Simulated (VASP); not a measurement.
Here is a VASP 6.6.1 calculation.

The input INCAR:

```
PREC = Accurate
ENCUT = 600
EDIFF = 1E-6
ISMEAR = -1
SIGMA = 0.02
LREAL = F
LASPH = T
NELM = 100
ALGO = Normal
ISIF = 3
LWAVE = F
LCHARG = F
GGA = PE
IBRION = 2
NSW = 100
EDIFFG = -0.01
```

KPOINTS

```
Automatic mesh
0
Gamma
  7 7 7
```

File POSCAR:

```
KF
1.0
    0.0000000000      2.6718500000      2.6718500000
    2.6718500000      0.0000000000      2.6718500000
    2.6718500000      2.6718500000      0.0000000000
K F
1 1
Direct
    0.0300399500      0.0136867400     -0.0171644200
    0.5208489000      0.4979077200      0.5212307200
```

Potentials or basis: VASP PAW PBE potentials, release 64 (K_sv, F).

Launch:

```sh
$ cat potpaw_PBE.64/K_sv/POTCAR potpaw_PBE.64/F/POTCAR > POTCAR
$ mpirun -np 1 vasp_std > vasp.out
```

Q: Estimate the band gap on the k mesh.

A: 5.94 eV, direct.

Q: Predict the space group after relaxing (to 0.05 Å).

A: Fm-3m (No. 225).

Q: Estimate the relaxed cell.

A: a = 3.836 Å, b = 3.834 Å, c = 3.831 Å, α = 59.97°, β = 59.95°, γ = 60.00°.

Forces on the atoms (eV/Å):
```
K   -0.001 -0.001  0.002
F    0.001  0.001 -0.002
```

A hybrid or GW would open this gap; PBE tends to underestimate it. Zero-point motion and thermal expansion aren't in these numbers.
